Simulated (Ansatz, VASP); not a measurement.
## One calculation of BaTiO3, two programs

Contents of INCAR:

```
SYSTEM = BaTiO3
  PREC = Accurate
  ENCUT = 520
  EDIFF = 1E-6
  ISMEAR = 0
  SIGMA = 0.01
  LREAL = .FALSE.
  LASPH = .TRUE.
  NELM = 60
  ALGO = Normal
  ISIF = 2
  LWAVE = .FALSE.
  LCHARG = .TRUE.
  GGA = PE
  LELF = .TRUE.
  LVHAR = .TRUE.
  NBANDS = 28
```

Contents of KPOINTS:

```
Automatic mesh
0
G
  6 6 6
  0 0 0
```

File POSCAR:

```
BaTiO3
1.0
    4.0060000000      0.0000000000      0.0000000000
    0.0000000000      4.0060000000      0.0000000000
    0.0000000000      0.0000000000      4.0060000000
Ba Ti O
1 1 3
Direct
    0.5000000000      0.5000000000      0.5000000000
    0.0000000000      0.0000000000      0.0000000000
    0.5000000000      0.0000000000      0.0000000000
    0.0000000000      0.5000000000      0.0000000000
    0.0000000000      0.0000000000      0.5000000000
```

Input for Ansatz:

```yaml
crystal:
  lattice:
    - [4.006, 0.0, 0.0]
    - [0.0, 4.006, 0.0]
    - [0.0, 0.0, 4.006]
  atoms:
    - { symbol: Ba, position: [0.5, 0.5, 0.5] }
    - { symbol: Ti, position: [0.0, 0.0, 0.0] }
    - { symbol: O, position: [0.5, 0.0, 0.0] }
    - { symbol: O, position: [0.0, 0.5, 0.0] }
    - { symbol: O, position: [0.0, 0.0, 0.5] }
kpoints:
  mp_grid:
    grid: [6, 6, 6]
  band_path:
    path:
      - [0.0, 0.0, 0.0]
      - [0.0, 0.5, 0.0]
      - [0.5, 0.5, 0.0]
      - [0.0, 0.0, 0.0]
      - [0.5, 0.5, 0.5]
      - [0.0, 0.5, 0.0]
    npoints: 8
hamiltonian:
  xc: pbe
  pseudopotentials:
    kind: paw
scf:
  n_extra_bands: 6
  occupations:
    method: fixed
output:
  eigenvalues: true
```

Alike in both runs: task single point; functional PBE; k mesh 6 × 6 × 6; no spin polarisation.

|  | VASP | Ansatz |
| --- | --- | --- |
| version | VASP 6.6.1 | Ansatz 0.2.0 |
| potentials or method | VASP PAW PBE potentials, release 64 (Ba_sv, Ti_sv, O) | plane waves, PAW |
| plane-wave cutoff (eV) | 520 | 420 |
| occupations | gaussian, width 0.01 eV | fixed |
| valence electrons in the cell | 40 | 40 |

|  | VASP | Ansatz | Ansatz less VASP |
| --- | --- | --- | --- |
| gap on the k mesh at the Fermi level (eV) | 1.74 | 1.81 | +0.066 |

Spin-orbit coupling is off throughout.
